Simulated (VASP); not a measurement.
# La (P6_3/mmc) in VASP: a series of runs, part 2 of 2

VASP 6.6.1. The steps go on from the part before.

## 4. Single point, PBEsol

This run uses another cell than the first one, of 33.98 Å³/atom, 0.908 times its volume.

Contents of INCAR:

```
SYSTEM = La
PREC     = Accurate       ! precision mode
ENCUT    = 520            ! plane-wave cutoff, eV
EDIFF    = 1E-7           ! SCF threshold, eV
ISMEAR   = -1             ! smearing method
SIGMA    = 0.05           ! smearing width, eV
LREAL    = .FALSE.        ! projectors in reciprocal space
LASPH    = .TRUE.         ! aspherical terms in the spheres
NELM     = 100            ! most SCF steps
ALGO     = Normal         ! electronic algorithm
ISIF     = 2              ! what is computed and relaxed
LWAVE    = .FALSE.        ! write WAVECAR
LCHARG   = .FALSE.        ! write CHGCAR
GGA      = PS             ! functional
NBANDS   = 30             ! bands
```

Contents of KPOINTS:

```
Automatic mesh
0
G
  8 8 3
  0 0 0
```

Contents of POSCAR:

```
La
1.0
    3.6555576622      0.0000000000      0.0000000000
   -1.8277788311      3.1658058005      0.0000000000
    0.0000000000      0.0000000000     11.7442981535
La
4
Direct
    0.6666666667      0.3333333333      0.2500000000
    0.3333333333      0.6666666667      0.7500000000
    0.0000000000      0.0000000000      0.5000000000
    0.0000000000      0.0000000000      0.0000000000
```

Potentials or basis: VASP PAW PBE potentials, release 64 (La).

Started as:

```console
> cat potpaw_PBE.64/La/POTCAR > POTCAR
> mpirun -np 1 vasp_std > vasp.out
```

OUTCAR:

```text
SYSTEM = La
   PREC = Accurate
   ENCUT = 520
   EDIFF = 1E-7
   ISMEAR = -1
   LREAL = .FALSE.
   LASPH = .TRUE.
   NELM = 100
   ISIF = 2
   GGA = PS

 ion  position               nearest neighbor table
   1  0.667  0.333  0.250-   3 3.62   4 3.62   3 3.62   4 3.62   3 3.62   4 3.62
   2  0.333  0.667  0.750-   3 3.62   4 3.62   3 3.62   4 3.62   3 3.62   4 3.62
   3  0.000  0.000  0.500-   1 3.62   2 3.62   1 3.62   2 3.62   1 3.62   2 3.62
   4  0.000  0.000  0.000-   1 3.62   2 3.62   1 3.62   2 3.62   1 3.62   2 3.62

  LATTYP: Found a hexagonal cell.
 ALAT       =     3.6555576622
 C/A-ratio  =     3.2127240872

  Lattice vectors:

 A1 = (   3.6555576622,   0.0000000000,   0.0000000000)
 A2 = (  -1.8277788311,   3.1658058005,   0.0000000000)
 A3 = (   0.0000000000,   0.0000000000,  11.7442981535)

Analysis of symmetry for initial positions (statically):
=====================================================================
 Subroutine PRICEL returns:
 Original cell was already a primitive cell.

 Routine SETGRP: Setting up the symmetry group for a
 hexagonal supercell.

 Subroutine GETGRP returns: Found 24 space group operations
 (whereof 12 operations were pure point group operations)
 out of a pool of 24 trial point group operations.

The static configuration has the point symmetry D_3d.
 The point group associated with its full space group is D_6h.

Analysis of symmetry for dynamics (positions and initial velocities):
=====================================================================
 Subroutine PRICEL returns:
 Original cell was already a primitive cell.

 Routine SETGRP: Setting up the symmetry group for a
 hexagonal supercell.

 Subroutine GETGRP returns: Found 24 space group operations
 (whereof 12 operations were pure point group operations)
 out of a pool of 24 trial point group operations.

The dynamic configuration has the point symmetry D_3d.
 The point group associated with its full space group is D_6h.

 Subroutine INISYM returns: Found 24 space group operations
 (whereof 12 operations are pure point group operations),
 and found     1 'primitive' translations

----------------------------------------------------------------------------------------

                                     Primitive cell

  volume of cell :     135.9142

  direct lattice vectors                    reciprocal lattice vectors
     3.655557662  0.000000000  0.000000000     0.273556073  0.157937673  0.000000000
    -1.827778831  3.165805800  0.000000000     0.000000000  0.315875345  0.000000000
     0.000000000  0.000000000 11.744298154     0.000000000  0.000000000  0.085147702

  length of vectors
     3.655557662  3.655557662 11.744298154     0.315875345  0.315875345  0.085147702

  position of ions in fractional coordinates (direct lattice)
     0.666666667  0.333333333  0.250000000
     0.333333333  0.666666667  0.750000000
     0.000000000  0.000000000  0.500000000
     0.000000000  0.000000000  0.000000000

  ion indices of the primitive-cell ions
   primitive index   ion index
                 1           1
                 2           2
                 3           3
                 4           4

----------------------------------------------------------------------------------------

 KPOINTS: Automatic mesh

Automatic generation of k-mesh.
 Grid dimensions read from file:
 generate k-points for:    8    8    3

 Generating k-lattice:

  Cartesian coordinates                     Fractional coordinates (reciprocal lattice)
     0.034194509  0.019742209  0.000000000     0.125000000  0.000000000  0.000000000
     0.000000000  0.039484418  0.000000000     0.000000000  0.125000000  0.000000000
     0.000000000  0.000000000  0.028382567     0.000000000  0.000000000  0.333333333

  Length of vectors
     0.039484418  0.039484418  0.028382567

  Shift w.r.t. Gamma in fractional coordinates (k-lattice)
     0.000000000  0.000000000  0.000000000

 Subroutine IBZKPT returns following result:
 ===========================================

 Found     20 irreducible k-points:

 Following reciprocal coordinates:
            Coordinates               Weight
  0.000000  0.000000  0.000000      1.000000
  0.125000  0.000000  0.000000      6.000000
  0.250000  0.000000  0.000000      6.000000
  0.375000  0.000000  0.000000      6.000000
  0.500000  0.000000  0.000000      3.000000
  0.125000  0.125000  0.000000      6.000000
[... 12 lines left out ...]
  0.250000  0.250000  0.333333     12.000000
  0.375000  0.250000  0.333333     12.000000
   k-points           NKPTS =     20   k-points in BZ     NKDIM =     20   number of bands    NBANDS=     30
   number of dos      NEDOS =    301   number of ions     NIONS =      4
   total plane-waves  NPLWV =  70560
   dimension x,y,z NGX =    28 NGY =   28 NGZ =   90
   dimension x,y,z NGXF=    56 NGYF=   56 NGZF=  180
   ions per type =               4
   NGX,Y,Z   is equivalent  to a cutoff of  12.73, 12.73, 12.74 a.u.
   NGXF,Y,Z  is equivalent  to a cutoff of  25.47, 25.47, 25.48 a.u.
 SYSTEM =  La
   PREC   = accura    normal or accurate (medium, high low for compatibility)
   ISTART =      0    job   : 0-new  1-cont  2-samecut
   ICHARG =      2    charge: 1-file 2-atom 10-const
   ISPIN  =      1    spin polarized calculation?
   LNONCOLLINEAR =      F non collinear calculations
   LSORBIT =      F    spin-orbit coupling
   LASPH  =      T    aspherical Exc in radial PAW
   ENCUT  =  520.0 eV  38.22 Ry    6.18 a.u.   6.80  6.80 21.84*2*pi/ulx,y,z
   NELM   =    100;   NELMIN=  2; NELMDL= -5     # of ELM steps
   EDIFF  = 0.1E-06   stopping-criterion for ELM
   LREAL  =      F    real-space projection
   EDIFFG = 0.1E-05   stopping-criterion for IOM
   NSW    =      0    number of steps for IOM
   IBRION =     -1    ionic relax: 0-MD 1-quasi-New 2-CG
   NFREE  =      0    steps in history (QN), initial steepest desc. (CG)
   ISIF   =      2    stress and relaxation
   ISYM   =      2    0-nonsym 1-usesym 2-fastsym
   POTIM  = 0.5000    time-step for ionic-motion
   TEBEG  =    0.0;   TEEND  =   0.0 temperature during run
   PSTRESS=    0.0 pullay stress
   NELECT =      44.0000    total number of electrons
   NUPDOWN=      -1.0000    fix difference up-down
   EMIN   =  10.00;   EMAX   =-10.00  energy-range for DOS
   EFERMI =   0.00;   METHOD = LEGACY
   ISMEAR =    -1;   SIGMA  =   0.05  broadening in eV -4-tet -1-fermi 0-gaus
   EFERMI_NEDOS =   21; number of points for ismear=-14 and -15
   IALGO  =     38    algorithm
   IMIX   =      4    mixing-type and parameters
     AMIX     =   0.40;   BMIX     =  1.00
     AMIX_MAG =   1.60;   BMIX_MAG =  1.00
  volume/ion in A,a.u.               =      33.98       229.30
  Fermi-wavevector in a.u.,A,eV,Ry     =   1.124098  2.124237 17.192263  1.263596
  Thomas-Fermi vector in A             =   2.260768
   LORBIT       =      0    0 simple, 1 ext, 2 COOP (PROOUT), +10 PAW based schemes
   GGA     = PS    functional components
   LHFCALC =     F    Hartree Fock is set to
   AEXX    =    0.0000 exact exchange contribution
   IVDW    =     0    specifies the selected vdW correction
   LEPSILON=     F    determine dielectric tensor
   LRPA    =     F    only Hartree local field effects (RPA)
 non-spin polarized calculation
  energy-cutoff  :      520.00
  volume of cell :      135.91
 maximum number of plane-waves:      3675
 NGX is ok and might be reduce to    28
   NGX = 13   NGY = 13   NGZ = 43

 number of electron      44.0000000 magnetization

 Free energy of the ion-electron system (eV)
  ---------------------------------------------------
  ext. energy  EPLUGINS =         0.00000000
  ---------------------------------------------------
  free energy    TOTEN  =       -21.41716184 eV

  energy without entropy =      -21.36790053  energy(sigma->0) =      -21.39253119

 E-fermi :   8.6355     XC(G=0): -10.0537

 val. band max:        8.6351468827   @ k =   0.3750   0.2500   0.3333
 cond. band min:       8.6610366618   @ k =   0.1250   0.1250   0.0000
 fundamental gap:      0.0258897792
 Fermi energy:         8.6354711126

 k-point     1 :       0.0000    0.0000    0.0000
  band No.  band energies     occupation
      1     -24.1349      2.00000
      2     -23.9967      2.00000
      3     -23.9834      2.00000
      4     -23.8383      2.00000
      5      -8.6921      2.00000
      6      -7.8397      2.00000
[... 649 lines left out ...]
     29      10.3773      0.00000
     30      10.4016      0.00000

------------------------ aborting loop because EDIFF is reached ----------------------------------------

  FORCE on cell =-STRESS in cart. coord.  units (eV):
  Direction    XX          YY          ZZ          XY          YZ          ZX
  --------------------------------------------------------------------------------------
  -------------------------------------------------------------------------------------
  Total        0.0615624      0.0615624      0.0615832      0.0000000     -0.0000000      0.0000000
  in kB        0.7257072      0.7257072      0.7259517      0.0000000     -0.0000000      0.0000000
  external PRESSURE =       0.7257887 kB  Pullay stress =       0.0000000 kB

 VOLUME and BASIS-vectors are now :
 -----------------------------------------------------------------------------
  energy-cutoff  :      520.00
  volume of cell :      135.91
      direct lattice vectors                 reciprocal lattice vectors
     3.655557662  0.000000000  0.000000000     0.273556073  0.157937673  0.000000000
    -1.827778831  3.165805800  0.000000000     0.000000000  0.315875345  0.000000000
     0.000000000  0.000000000 11.744298154     0.000000000  0.000000000  0.085147702

 POSITION                                       TOTAL-FORCE (eV/Angst)
 -----------------------------------------------------------------------------------
      1.82778      1.05527      2.93607        -0.000000      0.000000      0.000000
     -0.00000      2.11054      8.80822         0.000000     -0.000000     -0.000000
      0.00000      0.00000      5.87215         0.000000      0.000000      0.000000
      0.00000      0.00000      0.00000         0.000000      0.000000      0.000000
 -----------------------------------------------------------------------------------
    total drift:                               -0.000000      0.000000      0.000000

  FREE ENERGIE OF THE ION-ELECTRON SYSTEM (eV)
  ---------------------------------------------------
  free  energy   TOTEN  =       -21.4171618441 eV

  energy  without entropy=      -21.3679005298  energy(sigma->0) =      -21.39253119
```

It took 3.5 min on 1 thread of AMD EPYC 7R43 (Zen 3), shared host; peak memory 0.23 GiB.

What came out:

| Quantity | Value |
| --- | --- |
| Free energy | -21.4172 eV |
| Pressure | 0.1 GPa |
| Band gap on the k mesh | zero (band 22 reaches 9.61 eV, above the bottom of band 23 at 8.41 eV) |

Caveat: the PAW data sets were made with another functional, which shifts forces and pressure a little; spin-orbit coupling is left out, which moves the levels of the heavy elements.

## 5. Overview

| task | level | potentials or basis | cell | cutoff (eV) | gap on the mesh (eV) | pressure (GPa) |
| --- | --- | --- | --- | --- | --- | --- |
| relaxation of cell and atoms | BLYP | VASP PAW PBE potentials, release 64 (La) | relaxed from a = 3.770, b = 3.770, c = 12.159 Å, angles 90.0, 90.0, 120.0°, 4 atoms | 600 | none | 0.0 |
| single point | LDA | VASP PAW LDA potentials, release 64 (La) | a = 3.593, b = 3.593, c = 11.544 Å, angles 90.0, 90.0, 120.0°, 4 atoms | 520 | none | -0.1 |
| single point | PBEsol | VASP PAW PBE potentials, release 64 (La) | a = 3.656, b = 3.656, c = 11.744 Å, angles 90.0, 90.0, 120.0°, 4 atoms | 520 | none | 0.1 |

Alike in all rows: no spin polarisation; k mesh 8 × 8 × 3; smearing fermi-dirac 0.05 eV.

Caveats: spin-orbit coupling is left out, which moves the levels of the heavy elements; the PAW data sets were made with another functional, which shifts forces and pressure a little (some runs).

Absolute energies hang on the potentials; compare differences alone.
